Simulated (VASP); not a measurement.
# CaH8Cl2O4 in VASP: further runs, part 2 of 2

VASP 6.6.1. The steps go on from the part before.

## 3. Single point, PBE+D3(BJ)

The input, INCAR:

```
SYSTEM = CaH8Cl2O4
PREC = Accurate
ENCUT = 520
EDIFF = 1E-6
ISMEAR = -1
SIGMA = 0.05
LREAL = .FALSE.
LASPH = .TRUE.
NELM = 120
ALGO = Normal
ISIF = 2
LWAVE = .FALSE.
LCHARG = .FALSE.
GGA = PE
IVDW = 12
NBANDS = 41
GGA_COMPAT = .FALSE.
```

The input, KPOINTS:

```
Automatic mesh
0
G
  1 1 1
  0 0 0
```

The input, POSCAR:

```
CaH8Cl2O4
1.0
    5.7082670000      0.0000000000      0.0000000000
    0.0000000000      5.7082670000      0.0000000000
    0.0000000000      0.0000000000      5.7082670000
O H Ca Cl
4 8 1 2
Direct
    0.8433733040      0.3324476588      0.4566009263
    0.0206192177      0.8748014065      0.4965429963
    0.3401557776      0.4275903702      0.7116345469
    0.5032876002      0.7078855982      0.3320096975
    0.7332347979      0.2345545504      0.3689035569
    0.9274093170      0.4138033487      0.3196241521
   -0.0028029523      1.0382135243      0.5141315219
    0.0017693636      0.8534288953      0.3346900206
    0.2098885704      0.4528870146      0.8394666893
    0.3958819726      0.2640205863      0.7626833153
    0.3387543014      0.7128082831      0.3245118002
    0.5456296981      0.8389586542      0.2169485064
    0.6829568414      0.6725158441      0.7137367611
   -0.3296096696      0.0576882616     -0.0653438250
    0.0131038019      0.6159137265      0.0532736118
```

Potentials or basis: VASP PAW PBE potentials, release 64 (O, H, Ca_sv, Cl).

Command:

```sh
> cat potpaw_PBE.64/O/POTCAR potpaw_PBE.64/H/POTCAR potpaw_PBE.64/Ca_sv/POTCAR potpaw_PBE.64/Cl/POTCAR > POTCAR
> mpirun -np 1 vasp_gam > vasp.out
```

OUTCAR:

```text
SYSTEM = CaH8Cl2O4
   PREC = Accurate
   ENCUT = 520
   EDIFF = 1E-6
   ISMEAR = -1
   LREAL = .FALSE.
   LASPH = .TRUE.
   NELM = 120
   ISIF = 2
   GGA = PE
   IVDW = 12
 IVDW          = 12

 ion  position               nearest neighbor table
   1  0.843  0.332  0.457-   5 0.98   6 1.03
   2  0.021  0.875  0.497-   8 0.94   7 0.95  13 2.57
   3  0.340  0.428  0.712-  10 1.03   9 1.05  13 2.40
   4  0.503  0.708  0.332-  11 0.94  12 1.02  13 2.42
   5  0.733  0.235  0.369-   1 0.98
   6  0.927  0.414  0.320-   1 1.03
   7  0.997  0.038  0.514-   2 0.95
   8  0.002  0.853  0.335-   2 0.94
   9  0.210  0.453  0.839-   3 1.05
  10  0.396  0.264  0.763-   3 1.03
  11  0.339  0.713  0.325-   4 0.94
  12  0.546  0.839  0.217-   4 1.02
  13  0.683  0.673  0.714-   3 2.40   4 2.42  14 2.54   2 2.57  15 2.72
  14  0.670  0.058  0.935-  13 2.54
  15  0.013  0.616  0.053-  13 2.72

  LATTYP: Found a simple cubic cell.
 ALAT       =     5.7082670000

  Lattice vectors:

 A1 = (   5.7082670000,   0.0000000000,   0.0000000000)
 A2 = (   0.0000000000,   5.7082670000,   0.0000000000)
 A3 = (   0.0000000000,   0.0000000000,   5.7082670000)

Analysis of symmetry for initial positions (statically):
=====================================================================
 Subroutine PRICEL returns:
 Original cell was already a primitive cell.

 Routine SETGRP: Setting up the symmetry group for a
 simple cubic supercell.

 Subroutine GETGRP returns: Found  1 space group operations
 (whereof  1 operations were pure point group operations)
 out of a pool of 48 trial point group operations.

The static configuration has the point symmetry C_1 .

[... 142 lines left out ...]
   IVDW    =    12    specifies the selected vdW correction
   LEPSILON=     F    determine dielectric tensor
   LRPA    =     F    only Hartree local field effects (RPA)
 non-spin polarized calculation
  energy-cutoff  :      520.00
  volume of cell :      186.00
 maximum number of plane-waves:      2473
 NGX is ok and might be reduce to    42
   NGX = 21   NGY = 21   NGZ = 21

 number of electron      55.9999997 magnetization

 Free energy of the ion-electron system (eV)
  ---------------------------------------------------
  ext. energy  EPLUGINS =         0.00000000
  ---------------------------------------------------
  free energy    TOTEN  =       -70.63287255 eV

  energy without entropy =      -70.63287255  energy(sigma->0) =      -70.63287255

 E-fermi :  -0.5327     XC(G=0):  -7.6842

 val. band max:       -1.7196488283   @ k =   0.0000   0.0000   0.0000
 cond. band min:       3.1474754221   @ k =   0.0000   0.0000   0.0000
 fundamental gap:      4.8671242504
 Fermi energy:        -0.5326536975

 k-point     1 :       0.0000    0.0000    0.0000
  band No.  band energies     occupation
      1     -39.7201      2.00000
      2     -21.3342      2.00000
      3     -21.0401      2.00000
      4     -20.9025      2.00000
      5     -20.7170      2.00000
      6     -20.4110      2.00000
[... 32 lines left out ...]
     39       7.9196      0.00000
     40       8.3181      0.00000
 [bands above 40 left out]

------------------------ aborting loop because EDIFF is reached ----------------------------------------

 Edisp (eV)   -1.09854

 E8    (eV) :    -0.3367

  FORCE on cell =-STRESS in cart. coord.  units (eV):
  Direction    XX          YY          ZZ          XY          YZ          ZX
  --------------------------------------------------------------------------------------
  -------------------------------------------------------------------------------------
  Total       2.30339     1.67036     0.73124    -1.88971     2.15320     0.66990
  in kB      19.84104    14.38825     6.29884   -16.27770    18.54737     5.77042
  external pressure =       13.51 kB  Pullay stress =        0.00 kB

 VOLUME and BASIS-vectors are now :
 -----------------------------------------------------------------------------
  energy-cutoff  :      520.00
  volume of cell :      186.00
      direct lattice vectors                 reciprocal lattice vectors
     5.708267000  0.000000000  0.000000000     0.175184517  0.000000000  0.000000000
     0.000000000  5.708267000  0.000000000     0.000000000  0.175184517  0.000000000
     0.000000000  0.000000000  5.708267000     0.000000000  0.000000000  0.175184517

 POSITION                                       TOTAL-FORCE (eV/Angst)
 -----------------------------------------------------------------------------------
      4.81420      1.89770      2.60640         0.454140      0.222636     -0.713009
      0.11770      4.99360      2.83440         0.168107     -1.088434      2.237115
      1.94170      2.44080      4.06220        -0.572743     -1.572413      1.764315
      2.87290      4.04080      1.89520         2.091677      1.544017     -0.932643
      4.18550      1.33890      2.10580        -0.237828      0.215445      0.082068
      5.29390      2.36210      1.82450        -0.487042     -0.339576      0.766339
      5.69227      0.21813      2.93480        -0.141276      1.977763      0.584614
      0.01010      4.87160      1.91050        -0.216961     -0.635936     -2.404249
      1.19810      2.58520      4.79190         1.189734      0.247100     -1.262647
      2.25980      1.50710      4.35360        -0.126396      1.358716     -0.526143
      1.93370      4.06890      1.85240        -1.918609     -0.298360      0.207637
      3.11460      4.78900      1.23840         0.040525     -0.926926      0.649113
      3.89850      3.83890      4.07420         0.175492     -0.967137     -0.913377
      3.82677      0.32930      5.33527        -0.381595      0.590384      0.508252
      0.07480      3.51580      0.30410        -0.037225     -0.327281     -0.047385
 -----------------------------------------------------------------------------------
    total drift:                               -0.000430      0.000569     -0.000621

  FREE ENERGIE OF THE ION-ELECTRON SYSTEM (eV)
  ---------------------------------------------------
  free  energy   TOTEN  =       -71.7314104074 eV

  energy  without entropy=      -71.7314104072  energy(sigma->0) =      -71.73141041
```

OSZICAR:

```text
N       E                     dE             d eps       ncg     rms          rms(c)
DAV:   1     0.545144340187E+03    0.54514E+03   -0.30584E+04    82   0.129E+03
DAV:   2    -0.245570135032E+02   -0.56970E+03   -0.54178E+03    99   0.326E+02
DAV:   3    -0.748395146014E+02   -0.50283E+02   -0.49974E+02   108   0.106E+02
DAV:   4    -0.769804505611E+02   -0.21409E+01   -0.21350E+01   140   0.160E+01
DAV:   5    -0.770205906931E+02   -0.40140E-01   -0.40137E-01   100   0.195E+00    0.159E+01
DAV:   6    -0.707599269118E+02    0.62607E+01   -0.23450E+01   100   0.217E+01    0.675E+00
DAV:   7    -0.706712809245E+02    0.88646E-01   -0.10955E+00   116   0.497E+00    0.420E+00
DAV:   8    -0.706344231764E+02    0.36858E-01   -0.33759E-01   108   0.345E+00    0.817E-01
DAV:   9    -0.706282985764E+02    0.61246E-02   -0.40872E-02   100   0.143E+00    0.370E-01
DAV:  10    -0.706322549091E+02   -0.39563E-02   -0.17986E-02    92   0.623E-01    0.176E-01
DAV:  11    -0.706326146905E+02   -0.35978E-03   -0.93102E-04    92   0.191E-01    0.916E-02
DAV:  12    -0.706328922903E+02   -0.27760E-03   -0.59204E-04    84   0.131E-01    0.199E-02
DAV:  13    -0.706328754790E+02    0.16811E-04   -0.39726E-05   108   0.352E-02    0.127E-02
DAV:  14    -0.706328728088E+02    0.26702E-05   -0.72318E-06    92   0.146E-02    0.505E-03
DAV:  15    -0.706328725459E+02    0.26282E-06   -0.11728E-06    76   0.662E-03
   1 F= -.71731410E+02 E0= -.71731410E+02  d E =-.121402E-09
```

It took 9.8 s on 1 thread of Intel Xeon 6975P-C (Granite Rapids), shared host; peak memory 0.24 GiB.

What came out:

| Property | Result |
| --- | --- |
| Free energy | -71.7314 eV |
| Pressure | 1.4 GPa |
| Largest force | 2.762 eV/Å |
| Band gap on the k mesh | 4.87 eV |
| Dispersion energy per atom | -0.073 eV |

Forces in eV/Å, atoms in the order of the input:
```
O    0.454  0.223 -0.713
O    0.168 -1.088  2.237
O   -0.573 -1.572  1.764
O    2.092  1.544 -0.933
H   -0.238  0.215  0.082
H   -0.487 -0.340  0.766
H   -0.141  1.978  0.585
H   -0.217 -0.636 -2.404
H    1.190  0.247 -1.263
H   -0.126  1.359 -0.526
H   -1.919 -0.298  0.208
H    0.041 -0.927  0.649
Ca   0.175 -0.967 -0.913
Cl  -0.382  0.590  0.508
Cl  -0.037 -0.327 -0.047
```

Stress tensor (GPa, compression positive):
```
 1.98 -1.63  0.58
-1.63  1.44  1.85
 0.58  1.85  0.63
```

Levels at points of the mesh, in eV from the valence-band top:
```csv
k point,band 24,band 25,band 26,band 27,band 28,band 29,band 30,band 31,band 32,band 33
"(0.00, 0.00, 0.00)",-0.86,-0.71,-0.56,-0.32,0.00,4.87,6.78,6.93,7.08,7.91
```

Caveat: the k points lie up to 1.10 Å⁻¹ apart.

## 4. Single point, PBE+D3(BJ)

The input, INCAR:

```
PREC     = Accurate       # precision mode
ENCUT    = 520            # plane-wave cutoff, eV
EDIFF    = 1E-6           # SCF threshold, eV
ISMEAR   = -1             # smearing method
SIGMA    = 0.05           # smearing width, eV
LREAL    = False          # projectors in reciprocal space
LASPH    = True           # aspherical terms in the spheres
NELM     = 120            # most SCF steps
ALGO     = Normal         # electronic algorithm
ISIF     = 2              # what is computed and relaxed
LWAVE    = False          # write WAVECAR
LCHARG   = False          # write CHGCAR
GGA      = PE             # functional
IVDW     = 12             # dispersion correction
NBANDS   = 41             # bands
GGA_COMPAT= False
```

The input, KPOINTS:

```
regular mesh
0
Gamma
  1 1 1
```

The input, POSCAR:

```
CaH8Cl2O4
1.0
    5.7082670000      0.0000000000      0.0000000000
    0.0000000000      5.7082670000      0.0000000000
    0.0000000000      0.0000000000      5.7082670000
O H Ca Cl
4 8 1 2
Direct
    0.8294986902      0.3223745491      0.4648696356
   -0.0009109595      0.8985564270      0.5570867656
    0.3587778918      0.4472635916      0.7389107762
    0.4764843691      0.7440436826      0.3111802584
    0.6946591671      0.2538949212      0.3821650249
    0.8978732074      0.4086704424      0.3140357660
   -0.0446895704      1.0781731128      0.5435800393
    0.0408530295      0.8354724823      0.4041857187
    0.2614979292      0.5160410331      0.8495397990
    0.4127347232      0.2982166041      0.8097904320
    0.3283483411      0.6849889818      0.2679797564
    0.5026218991      0.8551281851      0.1825597857
    0.7012636234      0.6627405481      0.6781918225
   -0.3838117593      0.0547101248     -0.0861732641
   -0.0186045958      0.5936828113      0.0434107234
```

Potentials or basis: VASP PAW PBE potentials, release 64 (O, H, Ca_sv, Cl).

Command:

```sh
> cat potpaw_PBE.64/O/POTCAR potpaw_PBE.64/H/POTCAR potpaw_PBE.64/Ca_sv/POTCAR potpaw_PBE.64/Cl/POTCAR > POTCAR
> mpirun -np 1 vasp_gam > vasp.out
```

OUTCAR:

```text
PREC = Accurate
   ENCUT = 520
   EDIFF = 1E-6
   ISMEAR = -1
   LREAL = False
   LASPH = True
   NELM = 120
   ISIF = 2
   GGA = PE
   IVDW = 12
 IVDW          = 12

 ion  position               nearest neighbor table
   1  0.829  0.322  0.465-   5 0.98   6 1.07  13 2.41
   2  0.999  0.899  0.557-   8 0.97   7 1.06  13 2.28
   3  0.359  0.447  0.739-   9 0.93  10 0.99  13 2.34
   4  0.476  0.744  0.311-  11 0.94  12 0.98  13 2.50
   5  0.695  0.254  0.382-   1 0.98
   6  0.898  0.409  0.314-   1 1.07
   7  0.955  0.078  0.544-   2 1.06
   8  0.041  0.835  0.404-   2 0.97
   9  0.261  0.516  0.850-   3 0.93
  10  0.413  0.298  0.810-   3 0.99
  11  0.328  0.685  0.268-   4 0.94
  12  0.503  0.855  0.183-   4 0.98
  13  0.701  0.663  0.678-   2 2.28   3 2.34   1 2.41   4 2.50  14 2.66  15 2.66
  14  0.616  0.055  0.914-  13 2.66
  15  0.981  0.594  0.043-  13 2.66

  LATTYP: Found a simple cubic cell.
 ALAT       =     5.7082670000

  Lattice vectors:

[... 232 lines left out ...]

 Edisp (eV)   -1.09262

 E8    (eV) :    -0.3346

  FORCE on cell =-STRESS in cart. coord.  units (eV):
  Direction    XX          YY          ZZ          XY          YZ          ZX
  --------------------------------------------------------------------------------------
  -------------------------------------------------------------------------------------
  Total       5.89985     2.07467     1.70406    -0.63768    -0.03942    -3.79496
  in kB      50.82044    17.87090    14.67853    -5.49290    -0.33955   -32.68923
  external pressure =       27.79 kB  Pullay stress =        0.00 kB

 VOLUME and BASIS-vectors are now :
 -----------------------------------------------------------------------------
  energy-cutoff  :      520.00
  volume of cell :      186.00
      direct lattice vectors                 reciprocal lattice vectors
     5.708267000  0.000000000  0.000000000     0.175184517  0.000000000  0.000000000
     0.000000000  5.708267000  0.000000000     0.000000000  0.175184517  0.000000000
     0.000000000  0.000000000  5.708267000     0.000000000  0.000000000  0.175184517

 POSITION                                       TOTAL-FORCE (eV/Angst)
 -----------------------------------------------------------------------------------
      4.73500      1.84020      2.65360         0.102825      0.746285     -1.887901
      5.70307      5.12920      3.18000        -0.260892      1.470927      0.105865
      2.04800      2.55310      4.21790         1.964395     -0.761234     -2.316899
      2.71990      4.24720      1.77630         1.265182      0.365018      0.712968
      3.96530      1.44930      2.18150        -0.110878     -0.194668      0.374847
      5.12530      2.33280      1.79260        -0.067877     -0.620681      1.016180
      5.45317      0.44623      3.10290         0.565667     -1.844383     -0.297533
      0.23320      4.76910      2.30720         0.112733      0.542346     -0.400889
      1.49270      2.94570      4.84940        -2.164515      1.208869      1.945978
      2.35600      1.70230      4.62250         0.022325     -0.391790     -0.001681
      1.87430      3.91010      1.52970        -1.616806     -0.994779     -0.147357
      2.86910      4.88130      1.04210         0.638012      0.512236     -0.350142
      4.00300      3.78310      3.87130        -0.477191      0.043918     -0.164747
      3.51737      0.31230      5.21637        -0.004894     -0.007427      0.372088
      5.60207      3.38890      0.24780         0.031913     -0.074637      1.039222
 -----------------------------------------------------------------------------------
    total drift:                                0.000912      0.001078      0.000730

  FREE ENERGIE OF THE ION-ELECTRON SYSTEM (eV)
  ---------------------------------------------------
  free  energy   TOTEN  =       -71.7774716235 eV

  energy  without entropy=      -71.7774716234  energy(sigma->0) =      -71.77747162
```

It took 8.7 s on 1 thread of Intel Xeon 6975P-C (Granite Rapids), shared host; peak memory 0.24 GiB.

Results:

| Quantity | Value |
| --- | --- |
| Free energy | -71.7775 eV |
| Pressure | 2.8 GPa |
| Largest force | 3.152 eV/Å |
| Band gap on the k mesh | 4.89 eV |
| Dispersion energy per atom | -0.073 eV |

Forces in eV/Å, atoms in the order of the input:
```
O    0.103  0.746 -1.888
O   -0.261  1.471  0.106
O    1.964 -0.761 -2.317
O    1.265  0.365  0.713
H   -0.111 -0.195  0.375
H   -0.068 -0.621  1.016
H    0.566 -1.844 -0.298
H    0.113  0.542 -0.401
H   -2.165  1.209  1.946
H    0.022 -0.392 -0.002
H   -1.617 -0.995 -0.147
H    0.638  0.512 -0.350
Ca  -0.477  0.044 -0.165
Cl  -0.005 -0.007  0.372
Cl   0.032 -0.075  1.039
```

Levels at points of the mesh, in eV from the valence-band top:
| k point | band 24 | band 25 | band 26 | band 27 | band 28 | band 29 | band 30 | band 31 | band 32 | band 33 |
| --- | --- | --- | --- | --- | --- | --- | --- | --- | --- | --- |
| (0.00, 0.00, 0.00) | -0.85 | -0.59 | -0.47 | -0.21 | 0.00 | 4.89 | 7.06 | 7.11 | 7.21 | 7.84 |

Caveat: the k points lie up to 1.10 Å⁻¹ apart.
